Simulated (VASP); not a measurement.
Write the native input for VASP 6.6.1 that does the following.

* Task: single point
* Functional: PBE
* Potentials or basis: VASP PAW PBE potentials, release 64 (Si)
* Cutoff: 520 eV
* k mesh: 1 × 1 × 1
* Occupations: gaussian, width 0.05 eV
* Spin: collinear spin
* Dipole correction: no
* Further INCAR settings: LREAL = Auto; ALGO = Normal; EDIFF = 1e-06; NBANDS = 142

The structure of Si (a cell with a defect) lies in POSCAR:

```
Si
1.0
    0.0000000000      8.1406800000      8.1406800000
    8.1406800000      0.0000000000      8.1406800000
    8.1406800000      8.1406800000      0.0000000000
Si
53
Direct
    0.2489574886      0.2516896596      0.5818927019
    0.2491700609      0.2512850045      0.9180480950
    0.2489500079      0.5817478643      0.2518409630
    0.2458762925      0.5847927847      0.5848137837
    0.2491177608      0.5814710612      0.9178382697
    0.2491150964      0.9178129562      0.2513997194
    0.2490701513      0.9175964447      0.5818111686
    0.2480745609      0.9174489063      0.9174351538
    0.5828114734      0.2537790711      0.2538957699
    0.5795822001      0.2517605466      0.5843814173
    0.5841032682      0.2532363633      0.9094347158
    0.5795168623      0.5842898908      0.2519300996
    0.5796517253      0.5843735453      0.5844600527
    0.5822783919      0.5845086228      0.9165642222
    0.5840558221      0.9092600665      0.2534092281
    0.5822415811      0.9164398939      0.5846693474
    0.5820681251      0.9166522485      0.9167725608
    0.9158209664      0.2517414779      0.2518315876
    0.9162993227      0.2520036792      0.5792103175
    0.9126758634      0.2502556112      0.9182841748
    0.9162421627      0.5792018946      0.2520671302
    0.9132545959      0.5841481133      0.5842908903
    0.9137099419      0.5840098644      0.9182986809
    0.9126406319      0.9182201609      0.2503963504
    0.9136676268      0.9181641269      0.5841815021
    0.9129035346      0.9184036348      0.9183781406
    0.1611827157      0.1669099868      0.1671242247
    0.1615290803      0.1666180355      0.5053317481
    0.1622227418      0.1678493326      0.8350582235
    0.1614823418      0.5050751130      0.1668792792
    0.1627046580      0.5013316510      0.5014678872
    0.1631514671      0.5008890028      0.8348329343
    0.1622013576      0.8349393112      0.1678424167
    0.1631033073      0.8348026391      0.5010044297
    0.1624187993      0.8349513811      0.8352284522
    0.6335469454      0.1222726696      0.1224667554
    0.4969934603      0.1661885310      0.5029640901
    0.4972333112      0.1663913725      0.8339886655
    0.4969870323      0.5028559213      0.1663144264
    0.4955055222      0.5015341857      0.5017069156
    0.4971761235      0.5023346771      0.8340777364
    0.4971782477      0.8338873693      0.1665089452
    0.4971327972      0.8339798791      0.5024854765
    0.4979960812      0.8339373848      0.8340958761
    0.8301591181      0.1667474990      0.1668069867
    0.8300148494      0.1684021789      0.5004689328
    0.8315473360      0.1670882188      0.8340096219
    0.8299622022      0.5003879289      0.1685314093
    0.8300351365      0.5006360436      0.5006897731
    0.8320958397      0.5004518689      0.8338544281
    0.8314920130      0.8341602486      0.1670471239
    0.8320704890      0.8337220161      0.5005939760
    0.8319244837      0.8336860205      0.8338510616
```

The input as run:

INCAR

```
SYSTEM = Si
ALGO = Normal
EDIFF = 1E-6
ENCUT = 520
GGA = PE
ISIF = 2
ISMEAR = 0
ISPIN = 2
LASPH = .True.
LCHARG = .False.
LORBIT = 11
LREAL = Auto
LWAVE = .False.
MAGMOM = 0 0 0 0 0 0 0 0 0 0 0 0 0 0 0 0 0 0 0 0 0 0 0 0 0 0 0.5 0.5 0 0.5 0 0 0 0 0 0.5 0 0 0 0 0 0 0 0 0 0 0 0 0 0 0 0 0
NBANDS = 142
NELM = 150
PREC = Accurate
SIGMA = 0.05
```

KPOINTS

```
k-points
0
Gamma
  1 1 1
  0 0 0
```

Potentials or basis: VASP PAW PBE potentials, release 64 (Si).

Command:

```bash
$ cat potpaw_PBE.64/Si/POTCAR > POTCAR
$ mpirun -np 1 vasp_gam > vasp.out
```

It gave:

The pressure is 3.7 GPa. The largest force is 0.032 eV/Å. The band gap on the k mesh is 0.71 eV, the net moment is 0.00 μB per cell and the valence electrons inside the program's atomic spheres are Si 1.70, 1.71, 1.65, 1.68, 1.67 (each value once).

Caveat: the k points lie up to 0.67 Å⁻¹ apart.

Wall time 6.7 min on 1 thread of Intel(R) Xeon(R) 6975P-C (Granite Rapids) (shared host), peak memory 1.7 GiB.
